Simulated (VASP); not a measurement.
Be2CdO3, 6 atoms in the cell. It takes space group P4/mmm (No. 123, tetragonal). Conventional cell: a = 2.570 Å, b = 2.570 Å, c = 7.976 Å, α = 90.00°, β = 90.00°, γ = 90.00°. Be (site symmetry 4mm) has 8 O at 2.13 to 2.19 Å and 5 Be at 2.46 to 2.57 Å and 1 Cd at 2.76 Å within 2.8 Å. Within 3.2 Å of Cd (site symmetry 4/mmm) lie 8 O at 2.45 Å and 4 Cd at 2.57 Å and 2 Be at 2.76 Å. Within 2.9 Å of O (site symmetry 4/mmm) lie 8 Be at 2.19 Å and 6 O at 2.34 to 2.57 Å. O (site symmetry 4mm) has 4 Be at 2.13 Å and 5 O at 2.34 to 2.57 Å and 4 Cd at 2.45 Å within 2.8 Å. The cell was generated, and may not be a known phase.

```yaml
Program: VASP 6.6.1
Task: single point
Functional: PBE
Potentials_or_basis: VASP PAW PBE potentials, release 64 (Be, Cd_sv_GW, O)
Cutoff: 700 eV
k_mesh: 6 × 6 × 2
Occupations: gaussian, width 0.1 eV
Spin: collinear spin, ferromagnetic start
Starting_moments: "[0.0, 0.0, 0.0, 1.0, 1.0, 1.0] μB"
Dipole_correction: no
Further_INCAR_settings: ALGO = Normal; EDIFF = 1e-06; NBANDS = 34
```

Potentials or basis: VASP PAW PBE potentials, release 64 (Be, Cd_sv_GW, O).

The run is started by

```bash
$ cat potpaw_PBE.64/Be/POTCAR potpaw_PBE.64/Cd_sv_GW/POTCAR potpaw_PBE.64/O/POTCAR > POTCAR
$ mpirun -np 1 vasp_std > vasp.out
```

Hardware: 1 thread of Intel(R) Xeon(R) Platinum 8488C (Sapphire Rapids), with other jobs on the host.

Problem. Estimate the wall time of this run.

Solution. Wall time 72 s on 1 thread of Intel(R) Xeon(R) Platinum 8488C (Sapphire Rapids) (shared host), peak memory 0.28 GiB. Counts: scf iterations 16, k points 20.
